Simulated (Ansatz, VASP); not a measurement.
## One calculation of WS2, two programs

File INCAR:

```
SYSTEM = WS2
PREC = Accurate
ENCUT = 520
EDIFF = 1E-6
ISMEAR = 0
SIGMA = 0.14
LREAL = .FALSE.
LASPH = .TRUE.
NELM = 100
ALGO = Normal
ISIF = 2
LWAVE = .FALSE.
LCHARG = .FALSE.
GGA = PS
NBANDS = 49
```

KPOINTS

```
regular mesh
0
G
  12 12 1
  0 0 0
```

File POSCAR:

```
WS2
1.0
    3.1829541699      0.0000000000      0.0000000000
   -1.5914770850      2.7565191702      0.0000000000
    0.0000000000      0.0000000000     28.5322178600
W S
3 6
Direct
    0.6666666667      0.3333333333      0.6592864300
    0.3333333333      0.6666666667      0.8855337800
    0.3333333333      0.6666666667      0.4343616800
    0.6666666667      0.3333333333      0.9401857300
    0.6666666667      0.3333333333      0.4890304200
    0.3333333333      0.6666666667      0.7139522100
    0.6666666667      0.3333333333      0.8308482800
    0.6666666667      0.3333333333      0.3797102500
    0.3333333333      0.6666666667      0.6046252100
```

Input for Ansatz:

```yaml
crystal:
  lattice:
    - [3.1829541699, 0.0, 0.0]
    - [-1.591477085, 2.7565191702, 0.0]
    - [0.0, 0.0, 28.53221786]
  atoms:
    - { symbol: W, position: [0.6666666667, 0.3333333333, 0.65928643] }
    - { symbol: W, position: [0.3333333333, 0.6666666667, 0.88553378] }
    - { symbol: W, position: [0.3333333333, 0.6666666667, 0.43436168] }
    - { symbol: S, position: [0.6666666667, 0.3333333333, 0.94018573] }
    - { symbol: S, position: [0.6666666667, 0.3333333333, 0.48903042] }
    - { symbol: S, position: [0.3333333333, 0.6666666667, 0.71395221] }
    - { symbol: S, position: [0.6666666667, 0.3333333333, 0.83084828] }
    - { symbol: S, position: [0.6666666667, 0.3333333333, 0.37971025] }
    - { symbol: S, position: [0.3333333333, 0.6666666667, 0.60462521] }
basis:
  ecutwfc: 420
kpoints:
  mp_grid: { grid: [12, 12, 1] }
hamiltonian:
  xc: pbesol
scf:
  occupations: { method: gaussian, width: 0.14 }
output:
  forces: true
  stress: true
  eigenvalues: true
```

Alike in both runs: task single point; functional PBEsol; k mesh 12 × 12 × 1; occupations gaussian, width 0.14 eV; no spin polarisation.

```csv
,VASP,Ansatz
version,VASP 6.6.1,Ansatz 0.2.0
potentials or method,"VASP PAW PBE potentials, release 64 (W_sv, S), cutoff 520 eV","scalar-relativistic, plane waves, PAW"
valence electrons in the cell,78,78
```

|  | VASP | Ansatz | Ansatz less VASP |
| --- | --- | --- | --- |
| gap on the k mesh at the Fermi level (eV) | 1.34 | 1.32 | -0.017 |
| least direct gap on the mesh (eV) | 1.75 | 1.74 | -0.004 |
| rms of the force components (eV/Å) | 0.042 | 0.051 | +0.0098 |

VASP's potentials were made for PBE, not for PBEsol. Atom by atom the forces differ by 0.010 eV/Å (rms over components). The functional is the same, so the differences come from potentials, cutoffs and numerics.

Spin-orbit coupling is off throughout.
